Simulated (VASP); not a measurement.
# Cu (P6_3/mmc) in VASP: a series of runs, part 2 of 2

VASP 6.6.1.

## (3) Relaxation of cell and atoms, PBE

This run uses another cell than the first one, of 11.76 Å³/atom.

The input, INCAR:

```
SYSTEM = Cu
PREC = Accurate
ENCUT = 600
EDIFF = 1E-7
ISMEAR = 0
SIGMA = 0.05
LREAL = .False.
LASPH = .True.
NELM = 100
ALGO = Normal
ISIF = 3
LWAVE = .False.
LCHARG = .False.
GGA = PE
IBRION = 2
NSW = 80
EDIFFG = -0.03
```

The input, KPOINTS:

```
Automatic mesh
0
Gamma
  8 8 6
  0 0 0
```

The input, POSCAR:

```
Cu
1.0
    2.5524804075      0.0000000000      0.0000000000
   -1.2762402038      2.2105128756      0.0000000000
    0.0000000000      0.0000000000      4.1690513323
Cu
2
Direct
    0.3333333333      0.6666666667      0.7500000000
    0.6666666667      0.3333333333      0.2500000000
```

Potentials or basis: VASP PAW PBE potentials, release 64 (Cu).

The run is started by

```console
cat potpaw_PBE.64/Cu/POTCAR > POTCAR
mpirun -np 1 vasp_std > vasp.out
```

OUTCAR:

```text
SYSTEM = Cu
   PREC = Accurate
   ENCUT = 600
   EDIFF = 1E-7
   ISMEAR = 0
   LREAL = .False.
   LASPH = .True.
   NELM = 100
   ISIF = 3
   GGA = PE
   IBRION = 2
   NSW = 80
   EDIFFG = -0.03

 ion  position               nearest neighbor table
   1  0.333  0.667  0.750-   2 2.55   2 2.55   2 2.55   2 2.55   2 2.55   2 2.55
   2  0.667  0.333  0.250-   1 2.55   1 2.55   1 2.55   1 2.55   1 2.55   1 2.55

  LATTYP: Found a hexagonal cell.
 ALAT       =     2.5524804075
 C/A-ratio  =     1.6333333334

  Lattice vectors:

 A1 = (   2.5524804075,   0.0000000000,   0.0000000000)
 A2 = (  -1.2762402038,   2.2105128756,   0.0000000000)
 A3 = (   0.0000000000,   0.0000000000,   4.1690513323)

Analysis of symmetry for initial positions (statically):
=====================================================================
 Subroutine PRICEL returns:
 Original cell was already a primitive cell.

 Routine SETGRP: Setting up the symmetry group for a
 hexagonal supercell.

 Subroutine GETGRP returns: Found 24 space group operations
 (whereof 12 operations were pure point group operations)
 out of a pool of 24 trial point group operations.

The static configuration has the point symmetry D_3d.
 The point group associated with its full space group is D_6h.

Analysis of symmetry for dynamics (positions and initial velocities):
=====================================================================
[... 272 lines left out ...]
  ext. energy  EPLUGINS =         0.00000000
  ---------------------------------------------------
  free energy    TOTEN  =        -7.41270615 eV

  energy without entropy =       -7.41098028  energy(sigma->0) =       -7.41184322

 E-fermi :   7.3180     XC(G=0): -12.6176

 val. band max:        7.2592034572   @ k =   0.5000   0.0000   0.1667
 cond. band min:       7.3390246961   @ k =   0.5000   0.0000   0.0000
 fundamental gap:      0.0798212389
 Fermi energy:         7.3179598663

 k-point     1 :       0.0000    0.0000    0.0000
  band No.  band energies     occupation
      1      -1.8545      2.00000
      2       2.3994      2.00000
      3       4.4105      2.00000
      4       4.4397      2.00000
      5       4.4397      2.00000
      6       4.6471      2.00000
      7       4.6471      2.00000
      8       4.8919      2.00000
      9       4.8919      2.00000
     10       5.6391      2.00000
     11       5.6391      2.00000
     12       6.4875      2.00000
     13      11.1387      0.00000
     14      28.4359      0.00000
[... 401 lines left out ...]
      2       2.8582      2.00000
      3       3.4900      2.00000
      4       3.8112      2.00000
      5       4.6753      2.00000
      6       4.6807      2.00000
      7       5.2879      2.00000
      8       5.4412      2.00000
      9       5.5782      2.00000
     10       5.6425      2.00000
     11       5.6908      2.00000
     12       8.1104      0.00000
     13      13.6842      0.00000
     14      16.0398      0.00000
     15      20.0487      0.00000

 [... further k-points ...]

------------------------ aborting loop because EDIFF is reached ----------------------------------------

  FORCE on cell =-STRESS in cart. coord.  units (eV):
  Direction    XX          YY          ZZ          XY          YZ          ZX
  --------------------------------------------------------------------------------------
  -------------------------------------------------------------------------------------
  Total       -0.0024376     -0.0024376     -0.0484379      0.0000000     -0.0000000      0.0000000
  in kB       -0.1622739     -0.1622739     -3.2245222      0.0000000     -0.0000000      0.0000000
  external PRESSURE =      -1.1830234 kB  Pullay stress =       0.0000000 kB
[... 17 lines left out ...]
  FREE ENERGIE OF THE ION-ELECTRON SYSTEM (eV)
  ---------------------------------------------------
  free  energy   TOTEN  =        -7.4127061493 eV

  energy  without entropy=       -7.4109802846  energy(sigma->0) =       -7.41184322

 reached required accuracy - stopping structural energy minimisation
```

OSZICAR:

```text
N       E                     dE             d eps       ncg     rms          rms(c)
DAV:   1     0.126443681720E+03    0.12644E+03   -0.11836E+04  1264   0.292E+03
[... 33 lines left out ...]
       N       E                     dE             d eps       ncg     rms          rms(c)
DAV:   1    -0.741455367868E+01   -0.21258E-02   -0.54379E-02  1646   0.291E+00    0.305E-01
DAV:   2    -0.741335208590E+01    0.12016E-02   -0.32638E-03  1445   0.165E+00    0.169E-01
DAV:   3    -0.741291394758E+01    0.43814E-03   -0.10463E-03  1494   0.912E-01    0.105E-01
DAV:   4    -0.741270471829E+01    0.20923E-03   -0.29207E-04  1944   0.451E-01    0.728E-03
DAV:   5    -0.741270618456E+01   -0.14663E-05   -0.17766E-05  1477   0.635E-02    0.368E-03
DAV:   6    -0.741270614930E+01    0.35257E-07   -0.38990E-07  1183   0.143E-02
   4 F= -.74127061E+01 E0= -.74118432E+01  d E =-.278251E-03
```

Run time: 19 s. Hardware: 1 thread of Intel Xeon 6975P-C (Granite Rapids), shared host; peak memory 0.14 GiB.

What came out:

| Item | Value |
| --- | --- |
| Free energy | -7.4127 eV |
| Relaxed volume | 12.03 Å³/atom |
| Relaxed cell | a = 2.580 Å, b = 2.580 Å, c = 4.176 Å, α = 90.00°, β = 90.00°, γ = 120.00° |
| Space group after relaxing (to 0.1 Å) | P6_3/mmc (No. 194) |
| Energy gained by relaxing | 3.2 meV/atom |
| Ionic steps | 4 |
| Pressure after relaxing | -0.1 GPa |
| Band gap on the k mesh | zero (bands 11 and 12 overlap by 4.95 eV) |

Step by step:
```tsv
step	energy change (eV)	largest force (eV/Å)	pressure (GPa)	volume (Å³)
1	0.0000	0.0000	3.26	23.52
2	-0.0049	0.0000	-1.56	24.35
3	-0.0061	0.0000	-0.15	24.09
4	-0.0064	0.0000	-0.12	24.07
```

Final structure:
```cif
data_structure
_symmetry_space_group_name_H-M 'P 1'
_symmetry_Int_Tables_number 1
_cell_length_a 2.5798
_cell_length_b 2.5798
_cell_length_c 4.1756
_cell_angle_alpha 90.000
_cell_angle_beta 90.000
_cell_angle_gamma 120.000
_cell_volume 24.07
loop_
_atom_site_label
_atom_site_type_symbol
_atom_site_fract_x
_atom_site_fract_y
_atom_site_fract_z
_atom_site_occupancy
Cu1 Cu 0.33333 0.66667 0.75000 1
Cu2 Cu 0.66667 0.33333 0.25000 1
```

Levels at points of the mesh, in eV from the Fermi level:
| k point | band 8 | band 9 | band 10 | band 11 | band 12 | band 13 | band 14 | band 15 |
| --- | --- | --- | --- | --- | --- | --- | --- | --- |
| (0.00, 0.00, 0.00) | -2.43 | -2.43 | -1.68 | -1.68 | -0.83 | 3.82 | 21.12 | 21.30 |
| (0.50, 0.00, 0.00) | -1.60 | -1.54 | -1.50 | 0.02 | 1.52 | 7.75 | 8.12 | 10.63 |
| (0.00, 0.00, 0.50) | -2.93 | -1.90 | -1.90 | -1.90 | -1.90 | 12.56 | 12.56 | 21.81 |
| (0.50, 0.00, 0.50) | -1.84 | -1.54 | -1.54 | 0.54 | 0.54 | 4.75 | 4.75 | 15.85 |
